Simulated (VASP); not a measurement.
Here is a VASP 6.6.1 calculation.

File POSCAR:

```
KBr
1.0
    3.9914318025      0.0000000000      0.0000000000
    0.0000000000      3.9914318025      0.0000000000
    0.0000000000      0.0000000000      3.9914318025
K Br
1 1
Direct
    0.0000000000      0.0000000000      0.0000000000
    0.5000000000      0.5000000000      0.5000000000
```

File INCAR.step1:

```
SYSTEM = KBr
ALGO = Normal ; EDIFF = 1E-5
ENCUT = 550 ; GGA = PE
GGA_COMPAT = .FALSE. ; ISMEAR = 0
LASPH = .TRUE. ; LCHARG = .FALSE.
LREAL = .FALSE. ; LWAVE = .TRUE.
NBANDS = 15 ; NELM = 120
PREC = Accurate ; SIGMA = 0.01
```

The input INCAR.step2:

```
SYSTEM = KBr
ALGO = Normal ; EDIFF = 1E-6
ENCUT = 550 ; GGA_COMPAT = .FALSE.
ISIF = 2 ; ISMEAR = 0
ISTART = 1 ; LASPH = .TRUE.
LCHARG = .FALSE. ; LMIXTAU = .TRUE.
LREAL = .FALSE. ; LWAVE = .FALSE.
METAGGA = R2SCAN ; NBANDS = 15
NELM = 120 ; PREC = Accurate
SIGMA = 0.01
```

KPOINTS

```
k-points
0
G
  6 6 6
  0 0 0
```

Potentials or basis: VASP PAW PBE potentials, release 64 (K_sv, Br).

The run is started by

```sh
$ cat potpaw_PBE.64/K_sv/POTCAR potpaw_PBE.64/Br/POTCAR > POTCAR
$ cp INCAR.step1 INCAR
$ mpirun -np 1 vasp_std > vasp.out
$ cp INCAR.step2 INCAR
$ mpirun -np 1 vasp_std > vasp.out
```

What does it give for the pressure?

-0.2 GPa.

Estimate the band gap on the k mesh.

4.73 eV (least direct gap 5.01 eV).

Caveat: the cell differs from its parent crystal (strain +0.4%); the PAW data sets were made with another functional, which shifts forces and pressure a little. A k mesh can miss the band edges.
